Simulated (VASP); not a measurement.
# CaBe2O3 (P-6m2) in VASP: a series of runs

CaBe2O3 is run at these levels: PBE; tasks: single point, relaxation of cell and atoms.

All numbers are computed with VASP 6.6.1; they aren't measurements. Logs are shortened: lines on timing, memory, paths and dates and some standing lists are left out, and cuts for length are marked.

**1. The cell of the first run**

Symmetry: P-6m2, No. 187, hexagonal system. The conventional cell has a = 3.364 Å, b = 3.364 Å, c = 6.617 Å, α = 90.00°, β = 90.00°, γ = 120.00°. Ca (site symmetry -6m2) has 3 O at 1.94 Å and 6 Be at 2.52 Å within 2.6 Å. Be (site symmetry 3m) has 3 Ca at 2.52 Å and 9 O at 2.52 to 2.58 Å and 1 Be at 3.21 Å within 3.3 Å. Within 2.6 Å of O (site symmetry -6m2) lie 3 O at 1.94 Å and 6 Be at 2.58 Å. Within 2.6 Å of O (site symmetry -6m2) lie 3 Ca at 1.94 Å and 6 Be at 2.52 Å. Within 2.6 Å of O (site symmetry -6m2) lie 3 O at 1.94 Å and 6 Be at 2.58 Å.

**2. Single point, PBE, collinear spin, ferromagnetic start**

File INCAR:

```
PREC = Accurate
ENCUT = 520
EDIFF = 1E-6
ISMEAR = 0
SIGMA = 0.1
LREAL = F
LASPH = T
NELM = 150
ALGO = Normal
ISIF = 2
LWAVE = F
LCHARG = F
ISPIN = 2
MAGMOM = 0 0 0 1 1 1
LORBIT = 11
GGA = PE
NBANDS = 29
```

File KPOINTS:

```
Automatic mesh
0
Gamma
  6 6 4
```

File POSCAR:

```
CaBe2O3
1.0
    3.3637879100      0.0000000000      0.0000000000
   -1.6818939500      2.9131257800      0.0000000000
    0.0000000000      0.0000000000      6.6167101100
Ca Be O
1 2 3
Direct
    0.6666666700      0.3333333300      0.0000000000
    0.3333333300      0.6666666700      0.2428220100
    0.3333333300      0.6666666700      0.7571779900
    0.6666666700      0.3333333300      0.5000000000
    0.0000000000      0.0000000000      0.0000000000
    0.0000000000      0.0000000000      0.5000000000
```

Potentials or basis: VASP PAW PBE potentials, release 64 (Ca_sv, Be, O).

The run is started by

```
$ cat potpaw_PBE.64/Ca_sv/POTCAR potpaw_PBE.64/Be/POTCAR potpaw_PBE.64/O/POTCAR > POTCAR
$ mpirun -np 1 vasp_std > vasp.out
```

OUTCAR:

```text
PREC = Accurate
   ENCUT = 520
   EDIFF = 1E-6
   ISMEAR = 0
   LREAL = F
   LASPH = T
   NELM = 150
   ISIF = 2
   ISPIN = 2
   LORBIT = 11
   GGA = PE

 ion  position               nearest neighbor table
   1  0.667  0.333  0.000-   5 1.94   5 1.94   5 1.94   3 2.52   2 2.52   3 2.52   2 2.52   2 2.52
                             3 2.52
   2  0.333  0.667  0.243-   1 2.52   1 2.52   1 2.52
   3  0.333  0.667  0.757-   1 2.52   1 2.52   1 2.52
   4  0.667  0.333  0.500-   6 1.94   6 1.94   6 1.94
   5  0.000  0.000  0.000-   1 1.94   1 1.94   1 1.94
   6  0.000  0.000  0.500-   4 1.94   4 1.94   4 1.94

  LATTYP: Found a hexagonal cell.
 ALAT       =     3.3637879100
 C/A-ratio  =     1.9670414090

  Lattice vectors:

 A1 = (   3.3637879100,   0.0000000000,   0.0000000000)
 A2 = (  -1.6818939500,   2.9131257800,   0.0000000000)
 A3 = (   0.0000000000,   0.0000000000,   6.6167101100)

Analysis of symmetry for initial positions (statically):
=====================================================================
 Subroutine PRICEL returns:
 Original cell was already a primitive cell.

 Routine SETGRP: Setting up the symmetry group for a
 hexagonal supercell.

 Subroutine GETGRP returns: Found 12 space group operations
 (whereof 12 operations were pure point group operations)
 out of a pool of 24 trial point group operations.

The static configuration has the point symmetry D_3h.

Analysis of symmetry for dynamics (positions and initial velocities):
=====================================================================
 Subroutine PRICEL returns:
 Original cell was already a primitive cell.

 Routine SETGRP: Setting up the symmetry group for a
 hexagonal supercell.

 Subroutine GETGRP returns: Found 12 space group operations
 (whereof 12 operations were pure point group operations)
 out of a pool of 24 trial point group operations.

The dynamic configuration has the point symmetry D_3h.

Analysis of structural, dynamic, and magnetic symmetry:
=====================================================================
 Subroutine PRICEL returns:
 Original cell was already a primitive cell.

 Routine SETGRP: Setting up the symmetry group for a
 hexagonal supercell.

 Subroutine GETGRP returns: Found 12 space group operations
 (whereof 12 operations were pure point group operations)
 out of a pool of 24 trial point group operations.

The overall configuration has the point symmetry D_3h.

 Subroutine INISYM returns: Found 12 space group operations
 (whereof 12 operations are pure point group operations),
 and found     1 'primitive' translations

----------------------------------------------------------------------------------------

                                     Primitive cell

  volume of cell :      64.8381

  direct lattice vectors                    reciprocal lattice vectors
     3.363787910  0.000000000  0.000000000     0.297283903  0.171636941  0.000000000
    -1.681893950  2.913125780  0.000000000     0.000000000  0.343273884  0.000000000
     0.000000000  0.000000000  6.616710110     0.000000000  0.000000000  0.151132509

  length of vectors
     3.363787910  3.363787905  6.616710110     0.343273883  0.343273884  0.151132509

  position of ions in fractional coordinates (direct lattice)
     0.666666670  0.333333330  0.000000000
     0.333333330  0.666666670  0.242822010
     0.333333330  0.666666670  0.757177990
     0.666666670  0.333333330  0.500000000
     0.000000000  0.000000000  0.000000000
     0.000000000  0.000000000  0.500000000

  ion indices of the primitive-cell ions
   primitive index   ion index
                 1           1
                 2           2
                 3           3
                 4           4
                 5           5
                 6           6

----------------------------------------------------------------------------------------

 KPOINTS: Automatic mesh

[... 25 lines left out ...]
  0.166667  0.000000  0.000000      6.000000
  0.333333  0.000000  0.000000      6.000000
  0.500000  0.000000  0.000000      3.000000
  0.166667  0.166667  0.000000      6.000000
  0.333333  0.166667  0.000000     12.000000
[... 13 lines left out ...]
  0.333333  0.166667  0.500000     12.000000
  0.333333  0.333333  0.500000      2.000000
   k-points           NKPTS =     21   k-points in BZ     NKDIM =     21   number of bands    NBANDS=     29
   number of dos      NEDOS =    301   number of ions     NIONS =      6
   total plane-waves  NPLWV =  39200
   dimension x,y,z NGX =    28 NGY =   28 NGZ =   50
   dimension x,y,z NGXF=    56 NGYF=   56 NGZF=  100
   ions per type =               1   2   3
   NGX,Y,Z   is equivalent  to a cutoff of  13.84, 13.84, 12.56 a.u.
   NGXF,Y,Z  is equivalent  to a cutoff of  27.68, 27.68, 25.13 a.u.
 SYSTEM =  unknown system
   PREC   = accura    normal or accurate (medium, high low for compatibility)
   ISTART =      0    job   : 0-new  1-cont  2-samecut
   ICHARG =      2    charge: 1-file 2-atom 10-const
   ISPIN  =      2    spin polarized calculation?
   LNONCOLLINEAR =      F non collinear calculations
   LSORBIT =      F    spin-orbit coupling
   LASPH  =      T    aspherical Exc in radial PAW
   ENCUT  =  520.0 eV  38.22 Ry    6.18 a.u.   6.25  6.25 12.30*2*pi/ulx,y,z
   NELM   =    150;   NELMIN=  2; NELMDL= -5     # of ELM steps
   EDIFF  = 0.1E-05   stopping-criterion for ELM
   LREAL  =      F    real-space projection
   EDIFFG = 0.1E-04   stopping-criterion for IOM
   NSW    =      0    number of steps for IOM
   IBRION =     -1    ionic relax: 0-MD 1-quasi-New 2-CG
   NFREE  =      0    steps in history (QN), initial steepest desc. (CG)
   ISIF   =      2    stress and relaxation
   ISYM   =      2    0-nonsym 1-usesym 2-fastsym
   POTIM  = 0.5000    time-step for ionic-motion
   TEBEG  =    0.0;   TEEND  =   0.0 temperature during run
   PSTRESS=    0.0 pullay stress
   NELECT =      32.0000    total number of electrons
   NUPDOWN=      -1.0000    fix difference up-down
   EMIN   =  10.00;   EMAX   =-10.00  energy-range for DOS
   EFERMI =   0.00;   METHOD = LEGACY
   ISMEAR =     0;   SIGMA  =   0.10  broadening in eV -4-tet -1-fermi 0-gaus
   EFERMI_NEDOS =   21; number of points for ismear=-14 and -15
   IALGO  =     38    algorithm
   IMIX   =      4    mixing-type and parameters
     AMIX     =   0.40;   BMIX     =  1.00
     AMIX_MAG =   1.60;   BMIX_MAG =  1.00
  volume/ion in A,a.u.               =      10.81        72.92
  Fermi-wavevector in a.u.,A,eV,Ry     =   1.293743  2.444821 22.773053  1.673772
  Thomas-Fermi vector in A             =   2.425370
   LORBIT       =     11    0 simple, 1 ext, 2 COOP (PROOUT), +10 PAW based schemes
   GGA     = PE    functional components
   LHFCALC =     F    Hartree Fock is set to
   AEXX    =    0.0000 exact exchange contribution
   IVDW    =     0    specifies the selected vdW correction
   LEPSILON=     F    determine dielectric tensor
   LRPA    =     F    only Hartree local field effects (RPA)
 spin polarized calculation
 Gauss-broadening in eV      SIGMA  =   0.10
  energy-cutoff  :      520.00
  volume of cell :       64.84
 maximum number of plane-waves:      1765
 NGX is ok and might be reduce to    28
   NGX = 13   NGY = 13   NGZ = 25

 number of electron      31.9999987 magnetization       0.9888672

 Free energy of the ion-electron system (eV)
  ---------------------------------------------------
  ext. energy  EPLUGINS =         0.00000000
  ---------------------------------------------------
  free energy    TOTEN  =       -19.01858811 eV

  energy without entropy =      -19.00164972  energy(sigma->0) =      -19.01011891

 E-fermi :   4.5405     XC(G=0): -10.5101

 val. band max:        4.5370938223   @ k =   0.1667   0.0000   0.0000
 cond. band min:       4.5594662893   @ k =   0.3333   0.1667   0.2500
 fundamental gap:      0.0223724670
 Fermi energy:         4.5404641402

 spin component 1

 k-point     1 :       0.0000    0.0000    0.0000
  band No.  band energies     occupation
      1     -34.2973      1.00000
      2     -15.9168      1.00000
      3     -15.7358      1.00000
      4     -15.4011      1.00000
      5     -15.4011      1.00000
      6     -14.5900      1.00000
[... 640 lines left out ...]
     27      13.9212      0.00000
     28      14.4954      0.00000
 Fermi energy:         4.5404641402

 spin component 2

 k-point     1 :       0.0000    0.0000    0.0000
  band No.  band energies     occupation
      1     -34.2207      1.00000
      2     -15.6759      1.00000
      3     -15.6487      1.00000
      4     -15.3120      1.00000
      5     -15.3120      1.00000
      6     -14.3798      1.00000
[... 640 lines left out ...]
     27      14.0876      0.00000
     28      14.7627      0.00000
 [bands above 28 left out]

------------------------ aborting loop because EDIFF is reached ----------------------------------------

  FORCE on cell =-STRESS in cart. coord.  units (eV):
  Direction    XX          YY          ZZ          XY          YZ          ZX
  --------------------------------------------------------------------------------------
  -------------------------------------------------------------------------------------
  Total       18.1589405     18.1589405     -0.8067235      0.0000000     -0.0000000      0.0000000
  in kB      448.7155696    448.7155687    -19.9345005      0.0000008     -0.0000000      0.0000000
  external PRESSURE =     292.4988793 kB  Pullay stress =       0.0000000 kB

 VOLUME and BASIS-vectors are now :
 -----------------------------------------------------------------------------
  energy-cutoff  :      520.00
  volume of cell :       64.84
      direct lattice vectors                 reciprocal lattice vectors
     3.363787910  0.000000000  0.000000000     0.297283903  0.171636941  0.000000000
    -1.681893950  2.913125780  0.000000000     0.000000000  0.343273884  0.000000000
     0.000000000  0.000000000  6.616710110     0.000000000  0.000000000  0.151132509

 POSITION                                       TOTAL-FORCE (eV/Angst)
 -----------------------------------------------------------------------------------
      1.68189      0.97104      0.00000         0.000000      0.000000      0.000000
     -0.00000      1.94208      1.60668        -0.000000      0.000000      4.517001
     -0.00000      1.94208      5.01003        -0.000000      0.000000     -4.517001
      1.68189      0.97104      3.30836        -0.000000      0.000000      0.000000
      0.00000      0.00000      0.00000        -0.000000     -0.000000      0.000000
      0.00000      0.00000      3.30836         0.000000      0.000000      0.000000
 -----------------------------------------------------------------------------------
    total drift:                               -0.000032      0.000019     -0.000000

  FREE ENERGIE OF THE ION-ELECTRON SYSTEM (eV)
  ---------------------------------------------------
  free  energy   TOTEN  =       -19.0185881119 eV

  energy  without entropy=      -19.0016497176  energy(sigma->0) =      -19.01011891

 total charge

# of ion       s       p       d       tot
------------------------------------------
    1        2.100   5.947   0.779   8.826
    2        0.450   0.242   0.000   0.692
    3        0.450   0.242   0.000   0.692
    4        1.659   3.060   0.000   4.719
    5        1.614   3.460   0.000   5.074
    6        1.657   3.065   0.000   4.722
--------------------------------------------------
tot          7.929  16.016   0.779  24.723

 magnetization (x)

# of ion       s       p       d       tot
------------------------------------------
    1        0.001   0.010   0.086   0.097
    2        0.087   0.038   0.000   0.125
    3        0.087   0.038   0.000   0.125
    4        0.003   0.129   0.000   0.132
    5        0.005   0.112   0.000   0.116
    6        0.003   0.141   0.000   0.144
--------------------------------------------------
tot          0.186   0.468   0.086   0.740
```

Wall time 2 min (1 thread of Intel Xeon Platinum 8259CL at 2.50GHz (Skylake/Cascade Lake), shared host); peak memory 0.25 GiB.

What came out:

| Quantity | Value |
| --- | --- |
| Free energy | -19.0186 eV |
| Pressure | 29.2 GPa |
| Largest force | 4.517 eV/Å |
| Net moment | 0.99 μB per cell |
| Site moments | Ca +0.10; Be +0.12; O +0.13, +0.12, +0.14 μB |
| Valence electrons inside the program's atomic spheres | Ca 8.83; Be 0.69; O 4.72, 5.07 |

Forces on the atoms (eV/Å):
```
Ca   0.000  0.000  0.000
Be   0.000  0.000  4.517
Be   0.000  0.000 -4.517
O    0.000  0.000  0.000
O    0.000  0.000  0.000
O    0.000  0.000  0.000
```

Caveat: forces of over 1 eV/Å act on the atoms, so gaps and moduli don't describe the material at rest.

**3. Relaxation of cell and atoms, PBE**

This run uses another cell than the first one, of 14.15 Å³/atom, 1.309 times its volume.

File INCAR:

```
ALGO     = Normal         # electronic algorithm
EDIFF    = 1E-6           # SCF threshold, eV
EDIFFG   = -0.01          # ionic threshold
ENCUT    = 600            # plane-wave cutoff, eV
GGA      = PE             # functional
IBRION   = 2              # ionic algorithm
ISIF     = 3              # what is computed and relaxed
ISMEAR   = 0              # smearing method
LASPH    = T              # aspherical terms in the spheres
LCHARG   = F              # write CHGCAR
LREAL    = F              # projectors in reciprocal space
LWAVE    = F              # write WAVECAR
NELM     = 80             # most SCF steps
NSW      = 100            # ionic steps
PREC     = Accurate       # precision mode
SIGMA    = 0.1            # smearing width, eV
```

File KPOINTS:

```
k-points
0
Gamma
  12 12 6
```

File POSCAR:

```
CaBe2O3
1.0
    3.5953412181      0.0000000000      0.0000000000
   -1.7976706090      3.1136568301      0.0000000000
    0.0000000000      0.0000000000      7.5821311518
Ca Be O
1 2 3
Direct
    0.6666666667      0.3333333333      0.0000000000
    0.3333333333      0.6666666667      0.3736200697
    0.3333333333      0.6666666667      0.6263799303
    0.6666666667      0.3333333333      0.5000000000
    0.0000000000      0.0000000000      0.0000000000
    0.0000000000      0.0000000000      0.5000000000
```

Potentials or basis: VASP PAW PBE potentials, release 64 (Ca_sv, Be, O).

The run is started by

```
$ cat potpaw_PBE.64/Ca_sv/POTCAR potpaw_PBE.64/Be/POTCAR potpaw_PBE.64/O/POTCAR > POTCAR
$ mpirun -np 1 vasp_std > vasp.out
```

Run time: 5.5 min. Hardware: 1 thread of Intel Xeon Platinum 8259CL at 2.50GHz (Skylake/Cascade Lake), shared host; peak memory 0.35 GiB.

The run converged. Its results:

| Property | Result |
| --- | --- |
| Free energy | -25.1348 eV |
| Relaxed volume | 14.20 Å³/atom |
| Relaxed cell | a = 3.603 Å, b = 3.603 Å, c = 7.581 Å, α = 90.00°, β = 90.00°, γ = 120.00° |
| Space group after relaxing (to 0.05 Å) | P-6m2 (No. 187) |
| Energy gained by relaxing | 0.1 meV/atom |
| Ionic steps | 3 |
| Pressure after relaxing | 0.0 GPa |
| Largest force after relaxing | 0.004 eV/Å |
| Band gap on the k mesh | zero (band 16 reaches 3.16 eV, above the bottom of band 17 at 1.15 eV) |

Forces in eV/Å, atoms in the order of the input:
```
Ca   0.000  0.000  0.000
Be   0.000  0.000 -0.004
Be   0.000  0.000  0.004
O    0.000  0.000  0.000
O    0.000  0.000  0.000
O    0.000  0.000  0.000
```

Stress tensor (GPa, compression positive):
```
-0.01  0.00  0.00
 0.00 -0.01  0.00
 0.00  0.00 -0.09
```

Step by step:
```csv
step,energy change (eV),largest force (eV/Å),pressure (GPa),volume (Å³)
1,0.0000,0.0086,0.39,84.88
2,-0.0006,0.0032,-0.12,85.30
3,-0.0007,0.0042,-0.04,85.23
```

Final structure:
```cif
data_structure
_symmetry_space_group_name_H-M 'P 1'
_symmetry_Int_Tables_number 1
_cell_length_a 3.6029
_cell_length_b 3.6029
_cell_length_c 7.5813
_cell_angle_alpha 90.000
_cell_angle_beta 90.000
_cell_angle_gamma 120.000
_cell_volume 85.23
loop_
_atom_site_label
_atom_site_type_symbol
_atom_site_fract_x
_atom_site_fract_y
_atom_site_fract_z
_atom_site_occupancy
Ca1 Ca 0.66667 0.33333 0.00000 1
Be1 Be 0.33333 0.66667 0.37357 1
Be2 Be 0.33333 0.66667 0.62643 1
O1 O 0.66667 0.33333 0.50000 1
O2 O 0.00000 0.00000 0.00000 1
O3 O 0.00000 0.00000 0.50000 1
```

Levels at points of the mesh, in eV from the Fermi level:
```tsv
k point	band 14	band 15	band 16	band 17	band 18	band 19
(0.00, 0.00, 0.00)	-2.39	-2.39	-2.37	-1.36	-0.18	1.14
(0.50, 0.00, 0.00)	-2.06	-1.39	0.13	0.50	0.67	2.15
(0.00, 0.00, 0.50)	-2.40	-2.40	-1.37	-1.05	-0.39	0.53
(0.50, 0.00, 0.50)	-2.07	-1.36	0.13	0.59	0.60	2.35
```
